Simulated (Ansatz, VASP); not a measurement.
## One calculation of BiAu, two programs

INCAR

```
  PREC = Accurate
  ENCUT = 500
  EDIFF = 1E-6
  ISMEAR = -1
  SIGMA = 0.03
  LREAL = F
  LASPH = T
  NELM = 120
  ALGO = Normal
  ISIF = 2
  LWAVE = F
  LCHARG = F
  GGA = PE
  NBANDS = 20
  GGA_COMPAT = F
```

File KPOINTS:

```
regular mesh
0
Gamma
  12 12 12
```

Contents of POSCAR:

```
BiAu
1.0
    0.0000000000      2.9525027962      2.9525027962
    2.9525027962      0.0000000000      2.9525027962
    2.9525027962      2.9525027962      0.0000000000
Au Bi
1 1
Direct
    0.0000000000      0.0000000000      0.0000000000
    0.5000000000      0.5000000000      0.5000000000
```

Input for Ansatz:

```yaml
crystal:
  lattice:
    - [0.0, 2.9525027962, 2.9525027962]
    - [2.9525027962, 0.0, 2.9525027962]
    - [2.9525027962, 2.9525027962, 0.0]
  atoms:
    - { symbol: Au, position: [0.0, 0.0, 0.0] }
    - { symbol: Bi, position: [0.5, 0.5, 0.5] }
kpoints:
  mp_grid: { grid: [12, 12, 12] }
scf:
  occupations: { method: fermi_dirac, width: 0.03 }
hamiltonian:
  xc: pbe
  pseudopotentials: { kind: all_electron, lapw: { basis_error: 0.00025 } }
output:
  forces: true
  stress: true
  eigenvalues: true
```

Change from the starting cell: volume scaled by 0.98.

Alike in both runs: task single point; functional PBE; k mesh 12 × 12 × 12; occupations fermi-dirac, width 0.03 eV; no spin polarisation.

```csv
,VASP,Ansatz
version,VASP 6.6.1,Ansatz 0.2.0
potentials or method,"VASP PAW PBE potentials, release 64 (Au, Bi_d), cutoff 500 eV","all-electron LAPW, scalar-relativistic"
```

|  | VASP | Ansatz | Ansatz less VASP |
| --- | --- | --- | --- |
| pressure (GPa) | 1.4 | 1.5 | +0.12 |

Ansatz ran all-electron here, and VASP with PAW potentials.

Spin-orbit coupling is off throughout.
